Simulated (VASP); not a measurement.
Input of a VASP 6.6.1 run:

Contents of INCAR:

```
SYSTEM = TiAl
  PREC = Accurate
  ENCUT = 520
  EDIFF = 1E-6
  ISMEAR = 0
  SIGMA = 0.15
  LREAL = .False.
  LASPH = .True.
  NELM = 60
  ALGO = Fast
  ISIF = 2
  LWAVE = .False.
  LCHARG = .True.
  GGA = PS
  LELF = .True.
  LVHAR = .True.
  NBANDS = 14
```

Contents of KPOINTS:

```
Automatic mesh
0
Gamma
  16 16 16
  0 0 0
```

File POSCAR:

```
TiAl
1.0
    3.2011166549      0.0000000000      0.0000000000
    0.0000000000      3.2011166549      0.0000000000
    0.0000000000      0.0000000000      2.9860016156
Ti Al
1 1
Direct
    0.0000000000      0.0000000000      0.0000000000
    0.5000000000      0.5000000000      0.5000000000
```

Potentials or basis: VASP PAW PBE potentials, release 64 (Ti_sv, Al).

Command:

```console
$ cat potpaw_PBE.64/Ti_sv/POTCAR potpaw_PBE.64/Al/POTCAR > POTCAR
$ mpirun -np 1 vasp_std > vasp.out
```

Question: Predict the band gap on the k mesh.

Answer: Zero (an odd number of electrons rules out a gap without spin polarisation).

Question: What does it give for the pressure?

Answer: 3.8 GPa.

Stress tensor (GPa, compression positive):
```
4.22 0.00 0.00
0.00 4.22 0.00
0.00 0.00 2.89
```

Caveat: the cell stands under pressure; the PAW data sets were made with another functional, which shifts forces and pressure a little.
